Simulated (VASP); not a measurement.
# Si4Ru in VASP: further runs

Si4Ru is run at these levels: PBE; tasks: single point.

Everything below comes from runs of VASP 6.6.1. Logs are shortened: lines on timing, memory, paths and dates and some standing lists are left out, and cuts for length are marked.

### 1 The cell of the first run

Symmetry: Fmmm, No. 69, orthorhombic system. The conventional cell has a = 5.385 Å, b = 5.452 Å, c = 10.685 Å, α = 90.00°, β = 90.00°, γ = 90.00°. Si (site symmetry 2) has 6 Si at 2.35 to 2.99 Å and 2 Ru at 2.43 Å within 3.1 Å. Ru (site symmetry mmm) has 8 Si at 2.43 Å within 3.2 Å.

### 2 Single point, PBE, collinear spin, ferromagnetic start

INCAR

```
SYSTEM = Si4Ru
PREC     = Accurate       ! precision mode
ENCUT    = 500            ! plane-wave cutoff, eV
EDIFF    = 1E-6           ! SCF threshold, eV
ISMEAR   = 0              ! smearing method
SIGMA    = 0.1            ! smearing width, eV
LREAL    = .False.        ! projectors in reciprocal space
LASPH    = .True.         ! aspherical terms in the spheres
NELM     = 200            ! most SCF steps
ALGO     = Normal         ! electronic algorithm
ISIF     = 2              ! what is computed and relaxed
LWAVE    = .False.        ! write WAVECAR
LCHARG   = .False.        ! write CHGCAR
ISPIN    = 2              ! spin polarisation
MAGMOM   = 0 0 0 0 1      ! initial moments
LORBIT   = 11             ! projections on sites
LMAXMIX  = 4              ! l up to which the mixer works
GGA      = PE             ! functional
NBANDS   = 27             ! bands
GGA_COMPAT= .False.
```

KPOINTS

```
regular mesh
0
Gamma
  6 6 6
  0 0 0
```

POSCAR

```
Si4Ru
1.0
    0.0000000000      2.7261440098      5.3422745013
    2.6925602801      0.0000000000      5.3422745013
    2.6925602801      2.7261440098      0.0000000000
Si Ru
4 1
Direct
    0.3601496741      0.3601496741      0.1398503259
    0.1398503259      0.1398503259      0.3601496741
    0.6398503259      0.6398503259      0.8601496741
    0.8601496741      0.8601496741      0.6398503259
    0.0000000000      0.0000000000      0.0000000000
```

Potentials or basis: VASP PAW PBE potentials, release 64 (Si, Ru_pv).

Launch:

```
> cat potpaw_PBE.64/Si/POTCAR potpaw_PBE.64/Ru_pv/POTCAR > POTCAR
> mpirun -np 1 vasp_std > vasp.out
```

OUTCAR:

```text
SYSTEM = Si4Ru
   PREC = Accurate
   ENCUT = 500
   EDIFF = 1E-6
   ISMEAR = 0
   LREAL = .False.
   LASPH = .True.
   NELM = 200
   ISIF = 2
   ISPIN = 2
   LORBIT = 11
   GGA = PE

 ion  position               nearest neighbor table
   1  0.360  0.360  0.140-   2 2.35   5 2.43   5 2.43   4 2.69   4 2.69   4 2.73   4 2.73   3 2.99

   2  0.140  0.140  0.360-   1 2.35   5 2.43   5 2.43   3 2.69   3 2.69   3 2.73   3 2.73   4 2.99

   3  0.640  0.640  0.860-   4 2.35   5 2.43   5 2.43   2 2.69   2 2.69   2 2.73   2 2.73   1 2.99

   4  0.860  0.860  0.640-   3 2.35   5 2.43   5 2.43   1 2.69   1 2.69   1 2.73   1 2.73   2 2.99

   5  0.000  0.000  0.000-   4 2.43   2 2.43   4 2.43   2 2.43   3 2.43   3 2.43   1 2.43   1 2.43

  LATTYP: Found a face centered orthorhombic cell.
 ALAT       =     5.3851205602
 B/A-ratio  =     1.0124727866
 C/A-ratio  =     1.9840872425

  Lattice vectors:

 A1 = (   0.0000000000,   2.7261440098,   5.3422745013)
 A2 = (   2.6925602801,   0.0000000000,   5.3422745013)
 A3 = (   2.6925602801,   2.7261440098,   0.0000000000)

Analysis of symmetry for initial positions (statically):
=====================================================================
 Subroutine PRICEL returns:
 Original cell was already a primitive cell.

 Routine SETGRP: Setting up the symmetry group for a
 face centered orthorhombic supercell.

 Subroutine GETGRP returns: Found  8 space group operations
 (whereof  8 operations were pure point group operations)
 out of a pool of  8 trial point group operations.

The static configuration has the point symmetry D_2h.

Analysis of symmetry for dynamics (positions and initial velocities):
=====================================================================
 Subroutine PRICEL returns:
 Original cell was already a primitive cell.

 Routine SETGRP: Setting up the symmetry group for a
 face centered orthorhombic supercell.

 Subroutine GETGRP returns: Found  8 space group operations
 (whereof  8 operations were pure point group operations)
 out of a pool of  8 trial point group operations.

The dynamic configuration has the point symmetry D_2h.

Analysis of structural, dynamic, and magnetic symmetry:
=====================================================================
 Subroutine PRICEL returns:
 Original cell was already a primitive cell.

 Routine SETGRP: Setting up the symmetry group for a
 face centered orthorhombic supercell.

 Subroutine GETGRP returns: Found  8 space group operations
 (whereof  8 operations were pure point group operations)
 out of a pool of  8 trial point group operations.

The overall configuration has the point symmetry D_2h.

 Subroutine INISYM returns: Found  8 space group operations
 (whereof  8 operations are pure point group operations),
 and found     1 'primitive' translations

----------------------------------------------------------------------------------------

                                     Primitive cell

  volume of cell :      78.4279

  direct lattice vectors                    reciprocal lattice vectors
     0.000000000  2.726144010  5.342274501    -0.185696864  0.183409240  0.093593094
     2.692560280  0.000000000  5.342274501     0.185696864 -0.183409240  0.093593094
     2.692560280  2.726144010  0.000000000     0.185696864  0.183409240 -0.093593094

  length of vectors
     5.997646039  5.982455826  3.831676138     0.277275931  0.277275931  0.277275931

  position of ions in fractional coordinates (direct lattice)
     0.360149674  0.360149674  0.139850326
     0.139850326  0.139850326  0.360149674
     0.639850326  0.639850326  0.860149674
     0.860149674  0.860149674  0.639850326
     0.000000000  0.000000000  0.000000000

  ion indices of the primitive-cell ions
   primitive index   ion index
                 1           1
                 2           2
                 3           3
                 4           4
                 5           5

----------------------------------------------------------------------------------------

 KPOINTS: regular mesh

Automatic generation of k-mesh.
 Grid dimensions read from file:
 generate k-points for:    6    6    6

 Generating k-lattice:

  Cartesian coordinates                     Fractional coordinates (reciprocal lattice)
    -0.030949477  0.030568207  0.015598849     0.166666667  0.000000000  0.000000000
     0.030949477 -0.030568207  0.015598849     0.000000000  0.166666667  0.000000000
     0.030949477  0.030568207 -0.015598849     0.000000000  0.000000000  0.166666667

  Length of vectors
     0.046212655  0.046212655  0.046212655

  Shift w.r.t. Gamma in fractional coordinates (k-lattice)
     0.000000000  0.000000000  0.000000000

 Subroutine IBZKPT returns following result:
 ===========================================

 Found     46 irreducible k-points:

 Following reciprocal coordinates:
            Coordinates               Weight
  0.000000  0.000000  0.000000      1.000000
  0.166667 -0.000000  0.000000      8.000000
  0.333333 -0.000000 -0.000000      8.000000
  0.500000 -0.000000 -0.000000      4.000000
  0.166667  0.166667  0.000000      2.000000
  0.333333  0.166667 -0.000000      8.000000
[... 16 lines left out ...]
 -0.166667  0.166667  0.166667      8.000000
  0.500000  0.333333  0.166667      4.000000
 [... further k-points ...]
   k-points           NKPTS =     46   k-points in BZ     NKDIM =     46   number of bands    NBANDS=     27
   number of dos      NEDOS =    301   number of ions     NIONS =      5
   total plane-waves  NPLWV =  64512
   dimension x,y,z NGX =    48 NGY =   48 NGZ =   28
   dimension x,y,z NGXF=    96 NGYF=   96 NGZF=   56
   ions per type =               4   1
   NGX,Y,Z   is equivalent  to a cutoff of  13.30, 13.34, 12.15 a.u.
   NGXF,Y,Z  is equivalent  to a cutoff of  26.61, 26.68, 24.30 a.u.
 SYSTEM =  Si4Ru
   PREC   = accura    normal or accurate (medium, high low for compatibility)
   ISTART =      0    job   : 0-new  1-cont  2-samecut
   ICHARG =      2    charge: 1-file 2-atom 10-const
   ISPIN  =      2    spin polarized calculation?
   LNONCOLLINEAR =      F non collinear calculations
   LSORBIT =      F    spin-orbit coupling
   LASPH  =      T    aspherical Exc in radial PAW
   ENCUT  =  500.0 eV  36.75 Ry    6.06 a.u.  10.94 10.91  6.99*2*pi/ulx,y,z
   NELM   =    200;   NELMIN=  2; NELMDL= -5     # of ELM steps
   EDIFF  = 0.1E-05   stopping-criterion for ELM
   LREAL  =      F    real-space projection
[... 7 lines left out ...]
   TEBEG  =    0.0;   TEEND  =   0.0 temperature during run
   PSTRESS=    0.0 pullay stress
   NELECT =      30.0000    total number of electrons
   NUPDOWN=      -1.0000    fix difference up-down
   EMIN   =  10.00;   EMAX   =-10.00  energy-range for DOS
   EFERMI =   0.00;   METHOD = LEGACY
   ISMEAR =     0;   SIGMA  =   0.10  broadening in eV -4-tet -1-fermi 0-gaus
   EFERMI_NEDOS =   21; number of points for ismear=-14 and -15
   IALGO  =     38    algorithm
   IMIX   =      4    mixing-type and parameters
     AMIX     =   0.40;   BMIX     =  1.00
     AMIX_MAG =   1.60;   BMIX_MAG =  1.00
  volume/ion in A,a.u.               =      15.69       105.85
  Fermi-wavevector in a.u.,A,eV,Ry     =   1.188389  2.245729 19.215062  1.412267
  Thomas-Fermi vector in A             =   2.324519
   LORBIT       =     11    0 simple, 1 ext, 2 COOP (PROOUT), +10 PAW based schemes
   GGA     = PE    functional components
   LHFCALC =     F    Hartree Fock is set to
   AEXX    =    0.0000 exact exchange contribution
   IVDW    =     0    specifies the selected vdW correction
   LEPSILON=     F    determine dielectric tensor
   LRPA    =     F    only Hartree local field effects (RPA)
 spin polarized calculation
 Gauss-broadening in eV      SIGMA  =   0.10
  energy-cutoff  :      500.00
  volume of cell :       78.43
 maximum number of plane-waves:      2004
 NGX is ok and might be reduce to    48

 number of electron      30.0000001 magnetization       0.0009070

 number of electron      30.0000001 magnetization      -0.0003306

 Free energy of the ion-electron system (eV)
  ---------------------------------------------------
  ext. energy  EPLUGINS =         0.00000000
  ---------------------------------------------------
  free energy    TOTEN  =       -31.58929788 eV

  energy without entropy =      -31.58195391  energy(sigma->0) =      -31.58562589

 E-fermi :   9.1367     XC(G=0): -11.1162

 val. band max:        9.1251855472   @ k =  -0.1667   0.5000   0.3333
 cond. band min:       9.1526243334   @ k =   0.0000   0.0000   0.0000
 fundamental gap:      0.0274387862
 Fermi energy:         9.1367109098

 spin component 1

 k-point     1 :       0.0000    0.0000    0.0000
  band No.  band energies     occupation
      1     -33.6797      1.00000
      2     -33.5379      1.00000
      3     -33.5310      1.00000
      4      -3.6392      1.00000
      5       0.6690      1.00000
      6       2.4421      1.00000
[... 19 lines left out ...]
     26      17.5471      0.00000
     27      17.7872      0.00000
[... 667 lines left out ...]
      5      -0.7216      1.00000
      6       1.8169      1.00000
[... 19 lines left out ...]
     26      16.9060      0.00000
     27      17.7253      0.00000

 [... further k-points ...]

 spin component 2

 k-point     1 :       0.0000    0.0000    0.0000
  band No.  band energies     occupation
      1     -33.6796      1.00000
      2     -33.5377      1.00000
      3     -33.5309      1.00000
      4      -3.6393      1.00000
      5       0.6689      1.00000
      6       2.4419      1.00000
[... 19 lines left out ...]
     26      17.5471      0.00000
     27      17.7888      0.00000
[... 667 lines left out ...]
      5      -0.7217      1.00000
      6       1.8168      1.00000
[... 19 lines left out ...]
     26      16.9059      0.00000
     27      17.7218      0.00000

 [... further k-points ...]
[... 5 lines left out ...]
  --------------------------------------------------------------------------------------
  -------------------------------------------------------------------------------------
  Total        0.1918976     -0.2851411      0.3143705      0.0000000      0.0000000      0.0000000
  in kB        3.9202138     -5.8250537      6.4221724      0.0000000      0.0000000      0.0000000
  external PRESSURE =       1.5057775 kB  Pullay stress =       0.0000000 kB

 VOLUME and BASIS-vectors are now :
 -----------------------------------------------------------------------------
  energy-cutoff  :      500.00
  volume of cell :       78.43
      direct lattice vectors                 reciprocal lattice vectors
     0.000000000  2.726144010  5.342274501    -0.185696864  0.183409240  0.093593094
     2.692560280  0.000000000  5.342274501     0.185696864 -0.183409240  0.093593094
     2.692560280  2.726144010  0.000000000     0.185696864  0.183409240 -0.093593094

 POSITION                                       TOTAL-FORCE (eV/Angst)
 -----------------------------------------------------------------------------------
      1.34628      1.36307      3.84804         0.000000      0.000000      0.077577
      1.34628      1.36307      1.49424         0.000000      0.000000     -0.077577
      4.03884      4.08922      6.83651         0.000000      0.000000     -0.077577
      4.03884      4.08922      9.19031         0.000000      0.000000      0.077577
      0.00000      0.00000      0.00000         0.000000      0.000000      0.000000
 -----------------------------------------------------------------------------------
    total drift:                               -0.000000     -0.000000     -0.000000

  FREE ENERGIE OF THE ION-ELECTRON SYSTEM (eV)
  ---------------------------------------------------
  free  energy   TOTEN  =       -31.5892978785 eV

  energy  without entropy=      -31.5819539068  energy(sigma->0) =      -31.58562589

 total charge

# of ion       s       p       d       tot
------------------------------------------
    1        0.754   0.840   0.000   1.594
    2        0.754   0.840   0.000   1.594
    3        0.754   0.840   0.000   1.594
    4        0.754   0.840   0.000   1.594
    5        0.395   6.354   6.299  13.048
--------------------------------------------------
tot          3.409   9.716   6.299  19.424

 magnetization (x)

# of ion       s       p       d       tot
------------------------------------------
    1        0.000  -0.000   0.000   0.000
    2        0.000  -0.000   0.000   0.000
    3        0.000  -0.000   0.000   0.000
    4        0.000  -0.000   0.000   0.000
    5       -0.000  -0.000   0.000  -0.000
--------------------------------------------------
tot         -0.000  -0.000   0.000   0.000
```

Run time: 7 min. Hardware: 1 thread of Oxide Virtual Turin-like, shared host; peak memory 0.33 GiB.

Results:

```yaml
Free_energy: -31.5893 eV
Pressure: 0.2 GPa
Largest_force: 0.078 eV/Å
Band_gap_on_the_k_mesh: zero (filled and empty bands overlap)
Net_moment: 0.00 μB per cell
Valence_electrons_inside_the_program's_atomic_spheres: Si 1.59; Ru 13.05
```

Forces in eV/Å, atoms in the order of the input:
```
Si   0.000  0.000  0.078
Si   0.000  0.000 -0.078
Si   0.000  0.000 -0.078
Si   0.000  0.000  0.078
Ru   0.000  0.000  0.000
```

### 3 Single point, PBE

This run uses another cell than the first one: it holds 10 atoms, not 5.

INCAR

```
PREC = Accurate ; ENCUT = 500
EDIFF = 1E-6 ; ISMEAR = 0
SIGMA = 0.2 ; LREAL = F
LASPH = T ; NELM = 120
ALGO = Normal ; ISIF = 2
LWAVE = F ; LCHARG = F
GGA = PE ; NBANDS = 41
GGA_COMPAT = F
```

KPOINTS

```
Automatic mesh
0
Gamma
  6 6 4
```

POSCAR

```
Si4Ru
1.0
    2.7102169897     -2.7103692237      0.0000000000
   -2.7102169897      0.0000000000     -5.3462689424
    5.4204339794      5.4207384475      0.0000000000
Si Ru
8 2
Direct
    0.6395638380      0.2791276760      0.0697819190
    0.6395638380      0.2791276760      0.5697819190
    0.8604361620      0.7208723240      0.1802180810
    0.8604361620      0.7208723240      0.6802180810
    0.3604361620      0.7208723240      0.4302180810
    0.3604361620      0.7208723240      0.9302180810
    0.1395638380      0.2791276760      0.3197819190
    0.1395638380      0.2791276760      0.8197819190
    1.0000000000      1.0000000000      0.0000000000
    1.0000000000      1.0000000000      0.5000000000
```

Potentials or basis: VASP PAW PBE potentials, release 64 (Si, Ru_pv).

Launch:

```
> cat potpaw_PBE.64/Si/POTCAR potpaw_PBE.64/Ru_pv/POTCAR > POTCAR
> mpirun -np 1 vasp_std > vasp.out
```

It took 15 min on 1 thread of Oxide Virtual Turin-like, shared host; peak memory 0.45 GiB.

Results (log left out):

| Item | Value |
| --- | --- |
| Free energy | -63.2000 eV |
| Pressure | 0.0 GPa |
| Largest force | 0.006 eV/Å |
| Band gap on the k mesh | zero (bands 30 and 31 overlap by 1.22 eV) |

Forces in eV/Å, atoms in the order of the input:
```
Si   0.002  0.002 -0.005
Si   0.002  0.002 -0.005
Si   0.003  0.003  0.003
Si   0.003  0.003  0.003
Si  -0.002 -0.002  0.005
Si  -0.002 -0.002  0.005
Si  -0.003 -0.003 -0.003
Si  -0.003 -0.003 -0.003
Ru   0.000  0.000  0.000
Ru   0.000  0.000  0.000
```

Stress tensor (GPa, compression positive):
```
-0.08  0.01 -0.02
 0.01 -0.08 -0.02
-0.02 -0.02  0.05
```

Levels at points of the mesh, in eV from the Fermi level:
```tsv
k point	band 28	band 29	band 30	band 31	band 32	band 33
(0.00, 0.00, 0.00)	-0.75	0.09	0.21	0.22	0.45	1.42
(0.50, 0.00, 0.00)	-1.17	-0.98	-0.75	0.09	0.45	1.30
(0.00, 0.50, 0.00)	-0.75	0.09	0.25	0.45	0.93	1.42
(0.50, 0.50, 0.00)	-1.17	-0.98	-0.75	0.09	0.45	1.30
(0.00, 0.00, 0.50)	-0.88	-0.34	-0.34	0.75	0.75	2.59
(0.50, 0.00, 0.50)	-1.82	-0.96	-0.96	-0.13	-0.13	1.91
(0.00, 0.50, 0.50)	-1.30	0.42	0.42	1.66	1.66	1.87
(0.50, 0.50, 0.50)	-1.82	-0.96	-0.96	-0.13	-0.13	1.91
```

The gap in the log of VASP goes by the Fermi energy; the results here count the filled bands.